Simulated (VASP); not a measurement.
Runs of VASP 6.6.1 on ScIn4. The structure is that of space group Pm-3m (No. 221), or close to it. The cells are those of the table. The cell was generated, and may not be a known phase.

| task | cell | k mesh | cutoff (eV) | gap on the mesh (eV) | pressure (GPa) | relaxed volume (Å³/atom) |
| --- | --- | --- | --- | --- | --- | --- |
| relaxation of cell and atoms | relaxed from a = 5.287 Å, 5 atoms | 4 × 4 × 4 | 600 | none | 0.0 | 36.18 |
| single point | a = 5.647 Å, 5 atoms | 8 × 8 × 8 | 520 | none | 0.0 | - |
| single point | a = 5.625 Å, 5 atoms | 4 × 4 × 4 | 520 | none | 0.3 | - |
| single point | a = 5.287 Å, 5 atoms | 4 × 4 × 4 | 520 | none | (a) | - |
| relaxation of cell and atoms | relaxed from a = 5.625 Å, 5 atoms | 8 × 8 × 8 | 600 | none | 0.0 | 35.95 |

Alike in all rows: level PBE; potentials or basis VASP PAW PBE potentials, release 64 (Sc_sv, In_d); no spin polarisation; smearing gaussian 0.1 eV.

Task: Fill in the values left out.

Result: (a) 7.1.

Caveats: spin-orbit coupling is left out, which moves the levels of the heavy elements; the volume moved by over 15 % at a fixed basis, so the end points are rough (at least some runs); the cell stands under pressure (at least some runs).

A k mesh can miss the band edges, and the runs leave out spin-orbit coupling on In.

A gap of «none» marks levels without a gap at the run's occupations.
